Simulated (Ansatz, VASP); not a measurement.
# Al4B3Sb: VASP beside Ansatz

```
Al B Sb
1.0
     3.53780    0.00000    0.00000
    -1.76890    3.06382    0.00000
     0.00000    0.00000    9.22464
Al B Sb
4 3 1
Cartesian
  0.0000 2.0425 7.9316
  0.0000 2.0425 3.4677
  1.7689 1.0213 1.2931
  1.7689 1.0213 5.7570
  0.0000 0.0000 4.6123
  0.0000 0.0000 2.4022
  0.0000 0.0000 6.8225
  0.0000 0.0000 0.0000
```

Change from the starting cell: species swapped into the CrFe3Sb4 type (P-3m1, No. 164).

Alike in both runs: task relaxation of cell and atoms; functional PBE; k mesh 5 × 5 × 2; occupations gaussian, width 0.2 eV; no spin polarisation.

```csv
,VASP,Ansatz
version,VASP 6.6.1,Ansatz 0.2.0
potentials or method,"VASP PAW PBE potentials, release 64 (Al, B, Sb), cutoff 600 eV","scalar-relativistic, plane waves, PAW"
valence electrons in the cell,26,36
```

```csv
,VASP,Ansatz,Ansatz less VASP
"gap on the k mesh at the Fermi level, each at its own relaxed structure (eV)",none,none,-
relaxed volume (Å³/atom),14.13,14.07,-0.059
relaxed length of the cell vector where the two differ most in proportion (Å),10.599,10.519,-0.0797
```

A gap of «none» marks a metal or a gap that the smearing closes. VASP's potentials hold 26 valence electrons a cell and Ansatz's 36, so a difference there can come from the potentials and not from the codes.

The k mesh is coarse, so the values compare programs but aren't converged. Neither program's run includes spin-orbit coupling.
